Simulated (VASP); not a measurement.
# Hg2Br2 in VASP: a series of runs

Runs on Hg2Br2. Level: PBE. Tasks: single point.

Program: VASP 6.6.1. These are calculated values, not measurements. Logs are shortened: lines on timing, memory, paths and dates and some standing lists are left out, and cuts for length are marked.

**1. The cell of the first run**

The cell holds a molecule in a box, 4 atoms: a = 13.890 Å, b = 9.000 Å, c = 13.470 Å, α = 90.00°, β = 90.00°, γ = 90.00°.

**2. Single point, PBE**

Input file INCAR:

```
SYSTEM = HgBr
PREC     = Accurate       ! precision mode
ENCUT    = 520            ! plane-wave cutoff, eV
EDIFF    = 1E-6           ! SCF threshold, eV
ISMEAR   = 0              ! smearing method
SIGMA    = 0.01           ! smearing width, eV
LREAL    = .False.        ! projectors in reciprocal space
LASPH    = .True.         ! aspherical terms in the spheres
NELM     = 100            ! most SCF steps
ALGO     = Normal         ! electronic algorithm
ISIF     = 2              ! what is computed and relaxed
LWAVE    = .False.        ! write WAVECAR
LCHARG   = .True.         ! write CHGCAR
GGA      = PE             ! functional
LELF     = .True.         ! ELF
LVHAR    = .True.       
NBANDS   = 27             ! bands
```

Input file KPOINTS:

```
Automatic mesh
0
Gamma
  1 1 1
  0 0 0
```

Input file POSCAR:

```
HgBr
1.0
   13.8900000000      0.0000000000      0.0000000000
    0.0000000000      9.0000000000      0.0000000000
    0.0000000000      0.0000000000     13.4700000000
Hg Br
2 2
Direct
    0.4998862500      0.5000000000      0.6651618400
    0.4998862500      0.5000000000      0.3340757200
    0.6757991400      0.5000000000      0.6660504800
    0.3239740800      0.5000000000      0.6660504800
```

Potentials or basis: VASP PAW PBE potentials, release 64 (Hg, Br).

Launch:

```bash
> cat potpaw_PBE.64/Hg/POTCAR potpaw_PBE.64/Br/POTCAR > POTCAR
> mpirun -np 1 vasp_gam > vasp.out
```

OUTCAR:

```text
SYSTEM = HgBr
   PREC = Accurate
   ENCUT = 520
   EDIFF = 1E-6
   ISMEAR = 0
   LREAL = .False.
   LASPH = .True.
   NELM = 100
   ISIF = 2
   GGA = PE

 ion  position               nearest neighbor table
   1  0.500  0.500  0.665-   4 2.44   3 2.44
   2  0.500  0.500  0.334-
   3  0.676  0.500  0.666-   1 2.44
   4  0.324  0.500  0.666-   1 2.44

  LATTYP: Found a simple orthorhombic cell.
 ALAT       =     9.0000000000
 B/A-ratio  =     1.4966666667
 C/A-ratio  =     1.5433333333

  Lattice vectors:

 A1 = (   0.0000000000,   9.0000000000,   0.0000000000)
 A2 = (   0.0000000000,   0.0000000000,  13.4700000000)
 A3 = (  13.8900000000,   0.0000000000,   0.0000000000)

Analysis of symmetry for initial positions (statically):
=====================================================================
 Subroutine PRICEL returns:
 Original cell was already a primitive cell.

 Routine SETGRP: Setting up the symmetry group for a
 simple orthorhombic supercell.

 Subroutine GETGRP returns: Found  4 space group operations
 (whereof  2 operations were pure point group operations)
 out of a pool of  8 trial point group operations.

The static configuration has the point symmetry C_1h.
 The point group associated with its full space group is C_2v.

Analysis of symmetry for dynamics (positions and initial velocities):
=====================================================================
 Subroutine PRICEL returns:
 Original cell was already a primitive cell.

 Routine SETGRP: Setting up the symmetry group for a
 simple orthorhombic supercell.

 Subroutine GETGRP returns: Found  4 space group operations
 (whereof  2 operations were pure point group operations)
 out of a pool of  8 trial point group operations.

The dynamic configuration has the point symmetry C_1h.
 The point group associated with its full space group is C_2v.

 Subroutine INISYM returns: Found  4 space group operations
 (whereof  2 operations are pure point group operations),
 and found     1 'primitive' translations

----------------------------------------------------------------------------------------

                                     Primitive cell

  volume of cell :    1683.8847

  direct lattice vectors                    reciprocal lattice vectors
    13.890000000  0.000000000  0.000000000     0.071994240  0.000000000  0.000000000
     0.000000000  9.000000000  0.000000000     0.000000000  0.111111111  0.000000000
     0.000000000  0.000000000 13.470000000     0.000000000  0.000000000  0.074239050

  length of vectors
[... 63 lines left out ...]
   LREAL  =      F    real-space projection
   EDIFFG = 0.1E-04   stopping-criterion for IOM
   NSW    =      0    number of steps for IOM
   IBRION =     -1    ionic relax: 0-MD 1-quasi-New 2-CG
   NFREE  =      0    steps in history (QN), initial steepest desc. (CG)
   ISIF   =      2    stress and relaxation
   ISYM   =      2    0-nonsym 1-usesym 2-fastsym
   POTIM  = 0.5000    time-step for ionic-motion
   TEBEG  =    0.0;   TEEND  =   0.0 temperature during run
   PSTRESS=    0.0 pullay stress
   NELECT =      38.0000    total number of electrons
   NUPDOWN=      -1.0000    fix difference up-down
   EMIN   =  10.00;   EMAX   =-10.00  energy-range for DOS
   EFERMI =   0.00;   METHOD = LEGACY
   ISMEAR =     0;   SIGMA  =   0.01  broadening in eV -4-tet -1-fermi 0-gaus
   EFERMI_NEDOS =   21; number of points for ismear=-14 and -15
   IALGO  =     38    algorithm
   IMIX   =      4    mixing-type and parameters
     AMIX     =   0.40;   BMIX     =  1.00
     AMIX_MAG =   1.60;   BMIX_MAG =  1.00
  volume/ion in A,a.u.               =     420.97      2840.85
  Fermi-wavevector in a.u.,A,eV,Ry     =   0.462628  0.874240  2.911982  0.214025
  Thomas-Fermi vector in A             =   1.450340
   LORBIT       =      0    0 simple, 1 ext, 2 COOP (PROOUT), +10 PAW based schemes
   GGA     = PE    functional components
   LHFCALC =     F    Hartree Fock is set to
   AEXX    =    0.0000 exact exchange contribution
   IVDW    =     0    specifies the selected vdW correction
   LEPSILON=     F    determine dielectric tensor
   LRPA    =     F    only Hartree local field effects (RPA)
 non-spin polarized calculation
 Gauss-broadening in eV      SIGMA  =   0.01
  energy-cutoff  :      520.00
  volume of cell :     1683.88
 maximum number of plane-waves:     22669
 NGX is ok and might be reduce to   108
   NGX = 51   NGY = 33   NGZ = 51

 number of electron      38.0000003 magnetization

 Free energy of the ion-electron system (eV)
  ---------------------------------------------------
  ext. energy  EPLUGINS =         0.00000000
  ---------------------------------------------------
  free energy    TOTEN  =        -4.62542178 eV

  energy without entropy =       -4.62542178  energy(sigma->0) =       -4.62542178

 E-fermi :  -6.4139     XC(G=0):  -1.3614

 val. band max:       -6.5060002707   @ k =   0.0000   0.0000   0.0000
 cond. band min:      -3.2547442047   @ k =   0.0000   0.0000   0.0000
 fundamental gap:      3.2512560660
 Fermi energy:        -6.4138750063

 k-point     1 :       0.0000    0.0000    0.0000
  band No.  band energies     occupation
      1     -19.7039      2.00000
      2     -19.3833      2.00000
      3     -12.5604      2.00000
      4     -12.0139      2.00000
      5     -12.0121      2.00000
      6     -11.5977      2.00000
[... 19 lines left out ...]
     26       0.0096      0.00000
     27       0.4758      0.00000

------------------------ aborting loop because EDIFF is reached ----------------------------------------

  FORCE on cell =-STRESS in cart. coord.  units (eV):
  Direction    XX          YY          ZZ          XY          YZ          ZX
  --------------------------------------------------------------------------------------
  -------------------------------------------------------------------------------------
  Total       -1.3350380     -0.0262143     -0.1499559      0.0000000      0.0000000      0.0000000
  in kB       -1.2702577     -0.0249423     -0.1426796      0.0000000      0.0000000      0.0000000
  external PRESSURE =      -0.4792932 kB  Pullay stress =       0.0000000 kB

 VOLUME and BASIS-vectors are now :
 -----------------------------------------------------------------------------
  energy-cutoff  :      520.00
  volume of cell :     1683.88
      direct lattice vectors                 reciprocal lattice vectors
    13.890000000  0.000000000  0.000000000     0.071994240  0.000000000  0.000000000
     0.000000000  9.000000000  0.000000000     0.000000000  0.111111111  0.000000000
     0.000000000  0.000000000 13.470000000     0.000000000  0.000000000  0.074239050

 POSITION                                       TOTAL-FORCE (eV/Angst)
 -----------------------------------------------------------------------------------
      6.94342      4.50000      8.95973         0.000000      0.000000     -0.016422
      6.94342      4.50000      4.50000         0.000000      0.000000      0.026107
      9.38685      4.50000      8.97170        -0.266781      0.000000     -0.004843
      4.50000      4.50000      8.97170         0.266781      0.000000     -0.004843
 -----------------------------------------------------------------------------------
    total drift:                               -0.005611      0.000000      0.000307

  FREE ENERGIE OF THE ION-ELECTRON SYSTEM (eV)
  ---------------------------------------------------
  free  energy   TOTEN  =        -4.6254217842 eV

  energy  without entropy=       -4.6254217842  energy(sigma->0) =       -4.62542178
```

stdout:

```text
POSCAR found type information on POSCAR HgBr
 POSCAR found :  2 types and       4 ions
 scaLAPACK will be used
 LDA part: xc-table for (Slater+PW92), standard interpolation
 POSCAR, INCAR and KPOINTS ok, starting setup
 FFT: planning ... GRIDC
 FFT: planning ... GRID_SOFT
 FFT: planning ... GRID
 WAVECAR not read
 entering main loop
```

Wall time 3.9 min (1 thread of Intel Xeon 8259CL, shared host); peak memory 1.2 GiB.

Results:

- Free energy: -4.6254 eV
- Largest force: 0.267 eV/Å
- Gap between the frontier levels: 3.25 eV

Forces on the atoms (eV/Å):
```
Hg   0.000  0.000 -0.016
Hg   0.000  0.000  0.026
Br  -0.267  0.000 -0.005
Br   0.267  0.000 -0.005
```

Caveat: spin-orbit coupling is left out, which moves the levels of the heavy elements.

**3. Single point, PBE, non-collinear spin, zero start, spin-orbit coupling**

Input file INCAR:

```
SYSTEM = HgBr
ALGO     = Normal         ! electronic algorithm
EDIFF    = 1E-7           ! SCF threshold, eV
ENCUT    = 520            ! plane-wave cutoff, eV
GGA      = PE             ! functional
GGA_COMPAT= .FALSE.      
ISIF     = 2              ! what is computed and relaxed
ISMEAR   = 0              ! smearing method
LASPH    = .TRUE.         ! aspherical terms in the spheres
LCHARG   = .TRUE.         ! write CHGCAR
LORBIT   = 11             ! projections on sites
LORBMOM  = .TRUE.       
LREAL    = .FALSE.        ! projectors in reciprocal space
LSORBIT  = .TRUE.         ! spin-orbit coupling
LVHAR    = .TRUE.       
LWAVE    = .FALSE.        ! write WAVECAR
MAGMOM   = 0 0 0 0 0 0 0 0 0 0 0 0 ! initial moments
NBANDS   = 52             ! bands
NELM     = 150            ! most SCF steps
PREC     = Accurate       ! precision mode
SIGMA    = 0.01           ! smearing width, eV
```

Input file KPOINTS:

```
k-points
0
G
  1 1 1
  0 0 0
```

POSCAR is that of step 2.

Potentials or basis: VASP PAW PBE potentials, release 64 (Hg, Br).

Launch:

```bash
> cat potpaw_PBE.64/Hg/POTCAR potpaw_PBE.64/Br/POTCAR > POTCAR
> mpirun -np 1 vasp_ncl > vasp.out
```

Wall time 33 min (1 thread of Intel Xeon 8259CL, shared host); peak memory 3.9 GiB.

It converged, with:

```
Free energy                                           : -5.1440 eV
Largest force                                         : 0.314 eV/Å
Net moment                                            : 0.00 μB per cell
Valence electrons inside the program's atomic spheres : Hg 10.44; Br 4.81
```

Forces on the atoms (eV/Å):
```
Hg   0.000  0.000 -0.016
Hg   0.000  0.000  0.027
Br  -0.314  0.000 -0.005
Br   0.314  0.000 -0.005
```

Moments on the atoms (μB; x, y, z):
```
Hg  0.00 0.00 0.00
Hg  0.00 0.00 0.00
Br  0.00 0.00 0.00
Br  0.00 0.00 0.00
```

**4. Single point, PBE**

Input file INCAR:

```
SYSTEM = HgBr
PREC     = Accurate       ! precision mode
ENCUT    = 410            ! plane-wave cutoff, eV
EDIFF    = 1E-6           ! SCF threshold, eV
ISMEAR   = 0              ! smearing method
SIGMA    = 0.01           ! smearing width, eV
LREAL    = .False.        ! projectors in reciprocal space
LASPH    = .True.         ! aspherical terms in the spheres
NELM     = 120            ! most SCF steps
ALGO     = Normal         ! electronic algorithm
ISIF     = 2              ! what is computed and relaxed
LWAVE    = .False.        ! write WAVECAR
LCHARG   = .True.         ! write CHGCAR
GGA      = PE             ! functional
LELF     = .True.         ! ELF
LVHAR    = .True.       
NBANDS   = 35             ! bands
GGA_COMPAT= .False.      
NELMDL   = -8
```

Input file KPOINTS:

```
Automatic mesh
0
Gamma
  1 1 1
  0 0 0
```

POSCAR is that of step 3.

Potentials or basis: VASP PAW PBE potentials, release 64 (Hg_sv_GW, Br).

Launch:

```bash
> cat potpaw_PBE.64/Hg_sv_GW/POTCAR potpaw_PBE.64/Br/POTCAR > POTCAR
> mpirun -np 1 vasp_gam > vasp.out
```

It took 1.8 min on 1 thread of AMD EPYC 7R13 (Zen 3), shared host; peak memory 0.89 GiB.

Results (log left out):

| Quantity | Value |
| --- | --- |
| Free energy | -4.6518 eV |
| Largest force | 0.344 eV/Å |
| Gap between the frontier levels | 3.26 eV |

Forces on the atoms (eV/Å):
```
Hg   0.000  0.000 -0.013
Hg   0.000  0.000  0.024
Br  -0.344  0.000 -0.005
Br   0.344  0.000 -0.005
```

Levels at points of the mesh, in eV from the valence-band top:
| k point | band 25 | band 26 | band 27 | band 28 | band 29 | band 30 |
| --- | --- | --- | --- | --- | --- | --- |
| (0.00, 0.00, 0.00) | -0.16 | -0.16 | 0.00 | 3.26 | 5.17 | 5.48 |

Caveat: spin-orbit coupling is left out, which moves the levels of the heavy elements.

**5. The runs side by side**

```csv
potentials or basis,spin,cutoff (eV),gap on the mesh (eV),largest force (eV/Å)
"VASP PAW PBE potentials, release 64 (Hg, Br)",off,520,3.25,0.27
"VASP PAW PBE potentials, release 64 (Hg, Br)","non-collinear, zero start, SOC",520,-,0.31
"VASP PAW PBE potentials, release 64 (Hg_sv_GW, Br)",off,410,3.26,0.34
```

Alike in all rows: task single point; level PBE; cell as given; k mesh 1 × 1 × 1; smearing gaussian 0.01 eV.

Caveats: spin-orbit coupling is left out, which moves the levels of the heavy elements (at least some runs).

Total energies depend on the potentials used, so only differences within one code and one set of settings carry meaning.
